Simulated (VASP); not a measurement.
# W in VASP: single point with PBE

Aim: the single point of W with PBE.

Everything below comes from runs of VASP 6.6.1. Logs are shortened: lines on timing, memory, paths and dates and some standing lists are left out, and cuts for length are marked.

## (1) The cell of the first run

The cell holds a slab with vacuum, 12 atoms: a = 5.514 Å, b = 5.514 Å, c = 24.255 Å, α = 90.00°, β = 90.00°, γ = 109.47°.

## (2) Single point, PBE

File INCAR:

```
SYSTEM = W
ALGO = Normal ; DIPOL = 0.5 0.5 0.420
EDIFF = 1E-6 ; ENCUT = 400
GGA = PE ; GGA_COMPAT = .FALSE.
IDIPOL = 3 ; ISIF = 2
ISMEAR = 0 ; LASPH = .TRUE.
LCHARG = .FALSE. ; LDIPOL = .TRUE.
LREAL = .FALSE. ; LWAVE = .FALSE.
NBANDS = 96 ; NELM = 120
NELMDL = -8 ; PREC = Accurate
SIGMA = 0.1
```

File KPOINTS:

```
k-points
0
G
  4 4 1
  0 0 0
```

File POSCAR:

```
W
1.0
    5.5140853216      0.0000000000      0.0000000000
   -1.8380284405      5.1987294973      0.0000000000
    0.0000000000      0.0000000000     24.2552318120
W
12
Direct
    0.2500000000      0.2500000000      0.3298257490
    0.2500000000      0.7500000000      0.3298257490
    0.7500000000      0.2500000000      0.3298257490
    0.7500000000      0.7500000000      0.3298257490
    0.5002680370      0.5000389096      0.4197263641
    0.5004684126     -0.0002221424      0.4196765053
   -0.0001994484      0.5002316930      0.4196983802
    0.0000192575     -0.0000433664      0.4197582562
    0.7500852384      0.7498517368      0.5104800526
    0.7501838590      0.2498782245      0.5093252045
    0.2504676526      0.7500708551      0.5091786148
    0.2503034990      0.2502012972      0.5094552152
```

Potentials or basis: VASP PAW PBE potentials, release 64 (W_sv).

Command:

```console
cat potpaw_PBE.64/W_sv/POTCAR > POTCAR
mpirun -np 1 vasp_std > vasp.out
```

OUTCAR:

```text
SYSTEM = W
   EDIFF = 1E-6
   ENCUT = 400
   GGA = PE
   ISIF = 2
   ISMEAR = 0
   LASPH = .TRUE.
   LREAL = .FALSE.
   NELM = 120
   NELMDL = -8
   PREC = Accurate

 ion  position               nearest neighbor table
   1  0.250  0.250  0.330-   5 2.70   8 2.70   3 2.76   3 2.76   2 2.76   2 2.76   7 3.13   6 3.14
                             4 3.18   4 3.18
   2  0.250  0.750  0.330-   7 2.70   6 2.70   4 2.76   4 2.76   1 2.76   1 2.76   8 3.13   5 3.13
                             3 3.18   3 3.18
   3  0.750  0.250  0.330-   6 2.70   7 2.70   1 2.76   1 2.76   4 2.76   4 2.76   5 3.13   8 3.13
                             2 3.18   2 3.18
   4  0.750  0.750  0.330-   5 2.70   8 2.70   2 2.76   2 2.76   3 2.76   3 2.76   6 3.13   7 3.13
                             1 3.18   1 3.18
   5  0.500  0.500  0.420-  12 2.70   4 2.70   1 2.70   9 2.72   7 2.75   6 2.76   6 2.76   7 2.76
                            11 3.13  10 3.13   3 3.13   2 3.13   8 3.18   8 3.18
   6  0.500  1.000  0.420-  11 2.69  10 2.69   3 2.70   2 2.70   8 2.75   5 2.76   5 2.76   8 2.76
                             4 3.13  12 3.13   1 3.14   9 3.15   7 3.18   7 3.18
   7  1.000  0.500  0.420-  11 2.69  10 2.69   2 2.70   3 2.70   5 2.75   8 2.76   8 2.76   5 2.76
                             4 3.13  12 3.13   1 3.13   9 3.15   6 3.18   6 3.18
   8  0.000  1.000  0.420-  12 2.70   4 2.70   1 2.70   9 2.72   6 2.75   7 2.76   7 2.76   6 2.76
                            11 3.13  10 3.13   2 3.13   3 3.13   5 3.18   5 3.18
   9  0.750  0.750  0.510-   5 2.72   8 2.72  11 2.76  10 2.76  10 2.76  11 2.76   7 3.15   6 3.15
                            12 3.18  12 3.19
  10  0.750  0.250  0.509-   7 2.69   6 2.69  12 2.76  12 2.76   9 2.76   9 2.76   8 3.13   5 3.13
                            11 3.18  11 3.19
  11  0.250  0.750  0.509-   6 2.69   7 2.69   9 2.76  12 2.76  12 2.76   9 2.76   5 3.13   8 3.13
                            10 3.18  10 3.19
  12  0.250  0.250  0.509-   5 2.70   8 2.70  11 2.76  10 2.76  10 2.76  11 2.76   7 3.13   6 3.13
                             9 3.18   9 3.19

  LATTYP: Found a base centered orthorhombic cell.
 ALAT       =     6.3671172896
 B/A-ratio  =     1.4142135624
 C/A-ratio  =     3.8094526469

  Lattice vectors:

 A1 = (   5.5140853216,   0.0000000000,   0.0000000000)
 A2 = (  -1.8380284405,   5.1987294973,   0.0000000000)
 A3 = (   0.0000000000,   0.0000000000,  24.2552318120)

Analysis of symmetry for initial positions (statically):
=====================================================================
 Subroutine PRICEL returns:
 Original cell was already a primitive cell.

 Routine SETGRP: Setting up the symmetry group for a
 base centered orthorhombic supercell.

 Subroutine GETGRP returns: Found  1 space group operations
 (whereof  1 operations were pure point group operations)
 out of a pool of  8 trial point group operations.

The static configuration has the point symmetry C_1 .

Analysis of symmetry for dynamics (positions and initial velocities):
=====================================================================
 Subroutine PRICEL returns:
 Original cell was already a primitive cell.

 Routine SETGRP: Setting up the symmetry group for a
 base centered orthorhombic supercell.

 Subroutine GETGRP returns: Found  1 space group operations
 (whereof  1 operations were pure point group operations)
 out of a pool of  8 trial point group operations.

The dynamic configuration has the point symmetry C_1 .

 Subroutine INISYM returns: Found  1 space group operations
 (whereof  1 operations are pure point group operations),
 and found     1 'primitive' translations

----------------------------------------------------------------------------------------

                                     Primitive cell

  volume of cell :     695.3062

  direct lattice vectors                    reciprocal lattice vectors
     5.514085322  0.000000000  0.000000000     0.181353741  0.064118230  0.000000000
    -1.838028441  5.198729497  0.000000000     0.000000000  0.192354690  0.000000000
     0.000000000  0.000000000 24.255231812     0.000000000  0.000000000  0.041228219

  length of vectors
     5.514085322  5.514085322 24.255231812     0.192354690  0.192354690  0.041228219

  position of ions in fractional coordinates (direct lattice)
     0.250000000  0.250000000  0.329825749
     0.250000000  0.750000000  0.329825749
     0.750000000  0.250000000  0.329825749
     0.750000000  0.750000000  0.329825749
[... 47 lines left out ...]

 Found     10 irreducible k-points:

 Following reciprocal coordinates:
            Coordinates               Weight
  0.000000  0.000000  0.000000      1.000000
  0.250000  0.000000  0.000000      2.000000
  0.000000  0.250000  0.000000      2.000000
  0.500000  0.000000  0.000000      1.000000
  0.000000  0.500000  0.000000      1.000000
  0.250000  0.250000  0.000000      2.000000
  0.500000  0.250000  0.000000      2.000000
  0.250000  0.500000  0.000000      2.000000
 -0.250000  0.250000  0.000000      2.000000
  0.500000  0.500000  0.000000      1.000000
   k-points           NKPTS =     10   k-points in BZ     NKDIM =     10   number of bands    NBANDS=     96
   number of dos      NEDOS =    301   number of ions     NIONS =     12
   total plane-waves  NPLWV = 207360
   dimension x,y,z NGX =    36 NGY =   36 NGZ =  160
   dimension x,y,z NGXF=    72 NGYF=   72 NGZF=  320
   ions per type =              12
   NGX,Y,Z   is equivalent  to a cutoff of  10.85, 10.85, 10.97 a.u.
   NGXF,Y,Z  is equivalent  to a cutoff of  21.71, 21.71, 21.93 a.u.
 SYSTEM =  W
   PREC   = accura    normal or accurate (medium, high low for compatibility)
   ISTART =      0    job   : 0-new  1-cont  2-samecut
   ICHARG =      2    charge: 1-file 2-atom 10-const
   ISPIN  =      1    spin polarized calculation?
   LNONCOLLINEAR =      F non collinear calculations
   LSORBIT =      F    spin-orbit coupling
   LASPH  =      T    aspherical Exc in radial PAW
   ENCUT  =  400.0 eV  29.40 Ry    5.42 a.u.   8.99  8.99 39.55*2*pi/ulx,y,z
   NELM   =    120;   NELMIN=  2; NELMDL= -8     # of ELM steps
   EDIFF  = 0.1E-05   stopping-criterion for ELM
   LREAL  =      F    real-space projection
   EDIFFG = 0.1E-04   stopping-criterion for IOM
   NSW    =      0    number of steps for IOM
   IBRION =     -1    ionic relax: 0-MD 1-quasi-New 2-CG
   NFREE  =      0    steps in history (QN), initial steepest desc. (CG)
   ISIF   =      2    stress and relaxation
   ISYM   =      2    0-nonsym 1-usesym 2-fastsym
   POTIM  = 0.5000    time-step for ionic-motion
   TEBEG  =    0.0;   TEEND  =   0.0 temperature during run
   PSTRESS=    0.0 pullay stress
   NELECT =     168.0000    total number of electrons
   NUPDOWN=      -1.0000    fix difference up-down
   EMIN   =  10.00;   EMAX   =-10.00  energy-range for DOS
   EFERMI =   0.00;   METHOD = LEGACY
   ISMEAR =     0;   SIGMA  =   0.10  broadening in eV -4-tet -1-fermi 0-gaus
   EFERMI_NEDOS =   21; number of points for ismear=-14 and -15
   IALGO  =     38    algorithm
   IMIX   =      4    mixing-type and parameters
     AMIX     =   0.40;   BMIX     =  1.00
     AMIX_MAG =   1.60;   BMIX_MAG =  1.00
  volume/ion in A,a.u.               =      57.94       391.01
  Fermi-wavevector in a.u.,A,eV,Ry     =   1.019653  1.926865 14.145881  1.039693
  Thomas-Fermi vector in A             =   2.153179
   LORBIT       =      0    0 simple, 1 ext, 2 COOP (PROOUT), +10 PAW based schemes
   GGA     = PE    functional components
   LHFCALC =     F    Hartree Fock is set to
   AEXX    =    0.0000 exact exchange contribution
   IVDW    =     0    specifies the selected vdW correction
   LEPSILON=     F    determine dielectric tensor
   LRPA    =     F    only Hartree local field effects (RPA)
 non-spin polarized calculation
 Gauss-broadening in eV      SIGMA  =   0.10
  energy-cutoff  :      400.00
  volume of cell :      695.31
 maximum number of plane-waves:     12688
   NGX = 17   NGY = 17   NGZ = 79

 dipolmoment           0.000000      0.000000      0.000002 electrons x Angstroem

 number of electron     168.0000054 magnetization

 dipolmoment           0.000000      0.000000     -0.000041 electrons x Angstroem

 Free energy of the ion-electron system (eV)
  ---------------------------------------------------
  ext. energy  EPLUGINS =         0.00000000
  ---------------------------------------------------
  free energy    TOTEN  =      -143.51495370 eV

  energy without entropy =     -143.45018614  energy(sigma->0) =     -143.48256992

 E-fermi :  -0.3363     XC(G=0):  -4.6336

 val. band max:       -0.3413816605   @ k =   0.2500   0.2500   0.0000
 cond. band min:      -0.3014031441   @ k =   0.0000   0.0000   0.0000
 fundamental gap:      0.0399785163
 Fermi energy:        -0.3363211937

 k-point     1 :       0.0000    0.0000    0.0000
  band No.  band energies     occupation
      1     -74.4260      2.00000
      2     -74.3442      2.00000
      3     -74.3388      2.00000
      4     -74.3079      2.00000
      5     -74.2768      2.00000
      6     -74.2555      2.00000
[... 979 lines left out ...]
     95       0.7562      0.00000
     96       0.7950      0.00000

------------------------ aborting loop because EDIFF is reached ----------------------------------------

 vacuum level on the upper side and lower side of the slab       (xc-potential included)        -0.125        -0.123

  FORCE on cell =-STRESS in cart. coord.  units (eV):
  Direction    XX          YY          ZZ          XY          YZ          ZX
  --------------------------------------------------------------------------------------
  -------------------------------------------------------------------------------------
  Total      -12.7387802    -14.7688134      0.3200547     -2.8693111     -0.0007855     -0.0342356
  in kB      -29.3536625    -34.0314188      0.7374942     -6.6116841     -0.0018100     -0.0788883
  external PRESSURE =     -20.8825290 kB  Pullay stress =       0.0000000 kB

 VOLUME and BASIS-vectors are now :
 -----------------------------------------------------------------------------
  energy-cutoff  :      400.00
  volume of cell :      695.31
      direct lattice vectors                 reciprocal lattice vectors
     5.514085322  0.000000000  0.000000000     0.181353741  0.064118230  0.000000000
    -1.838028441  5.198729497  0.000000000     0.000000000  0.192354690  0.000000000
     0.000000000  0.000000000 24.255231812     0.000000000  0.000000000  0.041228219

 POSITION                                       TOTAL-FORCE (eV/Angst)
 -----------------------------------------------------------------------------------
      0.91901      1.29968      8.00000         0.000469     -0.001611     -0.004502
      0.00000      3.89905      8.00000         0.000729     -0.000229     -0.033307
      3.67606      1.29968      8.00000         0.003833      0.001007     -0.039652
      2.75704      3.89905      8.00000         0.003606      0.001041     -0.035606
      1.83943      2.59957     10.18056         0.006026      0.013825      0.007327
      0.92201      5.19757     10.17935        -0.006668      0.001198      0.000107
      4.59355      2.60057     10.17988         0.006636     -0.000524     -0.006628
     -1.83784      5.19850     10.18133        -0.007329     -0.014425     -0.001434
      2.75779      3.89828     12.38181         0.012110      0.007571     -0.216546
      3.67729      1.29905     12.35380         0.001689      0.006750      0.100729
      0.00245      3.89942     12.35025        -0.017800     -0.001122      0.143293
      0.92032      1.30073     12.35695        -0.003301     -0.013481      0.086220
 -----------------------------------------------------------------------------------
    total drift:                               -0.000098     -0.000089      0.001369

  FREE ENERGIE OF THE ION-ELECTRON SYSTEM (eV)
  ---------------------------------------------------
  free  energy   TOTEN  =      -143.5149536987 eV

  energy  without entropy=     -143.4501861358  energy(sigma->0) =     -143.48256992

 vacuum level on the upper side and lower side of the slab         4.365         4.365
```

It took 17 min on 1 thread of Intel Xeon Platinum 8488C (Sapphire Rapids), shared host; peak memory 0.61 GiB.

What came out:

| Property | Result |
| --- | --- |
| Free energy | -143.5150 eV |
| Largest force | 0.217 eV/Å |
| Band gap on the k mesh | zero (bands 84 and 85 overlap by 1.30 eV) |

Forces in eV/Å, atoms in the order of the input:
```
W    0.000 -0.002 -0.005
W    0.001  0.000 -0.033
W    0.004  0.001 -0.040
W    0.004  0.001 -0.036
W    0.006  0.014  0.007
W   -0.007  0.001  0.000
W    0.007 -0.001 -0.007
W   -0.007 -0.014 -0.001
W    0.012  0.008 -0.217
W    0.002  0.007  0.101
W   -0.018 -0.001  0.143
W   -0.003 -0.013  0.086
```

Caveat: spin-orbit coupling is left out, which moves the levels of the heavy elements.
